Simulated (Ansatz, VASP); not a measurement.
## AgCl: VASP beside Ansatz

File INCAR:

```
SYSTEM = AgCl
ALGO     = Normal         ! electronic algorithm
EDIFF    = 1E-7           ! SCF threshold, eV
ENCUT    = 520            ! plane-wave cutoff, eV
GGA      = PE             ! functional
ISIF     = 2              ! what is computed and relaxed
ISMEAR   = 0              ! smearing method
LASPH    = .TRUE.         ! aspherical terms in the spheres
LCHARG   = .TRUE.         ! write CHGCAR
LELF     = .TRUE.         ! ELF
LREAL    = .FALSE.        ! projectors in reciprocal space
LVHAR    = .TRUE.       
LWAVE    = .FALSE.        ! write WAVECAR
NBANDS   = 16             ! bands
NELM     = 60             ! most SCF steps
PREC     = Accurate       ! precision mode
SIGMA    = 0.05           ! smearing width, eV
```

KPOINTS

```
k-points
0
G
  8 8 8
  0 0 0
```

The input POSCAR:

```
AgCl
1.0
    0.0000000000      2.5815410227      2.9182637648
    2.5815410227      0.0000000000      2.9182637648
    2.5815410227      2.5815410227      0.0000000000
Ag Cl
1 1
Direct
    0.5000000000      0.5000000000      0.5000000000
    0.0000000000      0.0000000000      0.0000000000
```

Input for Ansatz:

```yaml
crystal:
  lattice:
    - [0.0, 2.5815410227, 2.9182637648]
    - [2.5815410227, 0.0, 2.9182637648]
    - [2.5815410227, 2.5815410227, 0.0]
  atoms:
    - { symbol: Ag, position: [0.5, 0.5, 0.5] }
    - { symbol: Cl, position: [0.0, 0.0, 0.0] }
basis:
  ecutwfc: 420
kpoints:
  mp_grid: { grid: [8, 8, 8] }
hamiltonian:
  xc: pbe
scf:
  occupations: { method: gaussian, width: 0.05 }
output:
  forces: true
  stress: true
  eigenvalues: true
```

Change from the starting cell: strain -0.080 along x and y, +0.040 along z, atoms carried along.

Alike in both runs: task single point; functional PBE; k mesh 8 × 8 × 8; occupations gaussian, width 0.05 eV; no spin polarisation.

|  | VASP | Ansatz |
| --- | --- | --- |
| version | VASP 6.6.1 | Ansatz 0.2.0 |
| potentials or method | VASP PAW PBE potentials, release 64 (Ag, Cl), cutoff 520 eV | scalar-relativistic, plane waves, PAW |
| valence electrons in the cell | 18 | 26 |

|  | VASP | Ansatz | Ansatz less VASP |
| --- | --- | --- | --- |
| gap on the k mesh at the Fermi level (eV) | 0.55 | 0.55 | +0.003 |
| least direct gap on the mesh (eV) | 3.44 | 3.43 | -0.011 |
| pressure (GPa) | 9.2 | 9.4 | +0.17 |
| traceless stress, the component that is largest in VASP (GPa) | -5.18 | -5.25 | -0.063 |

VASP's potentials hold 18 valence electrons a cell and Ansatz's 26, so a difference there can come from the potentials and not from the codes.
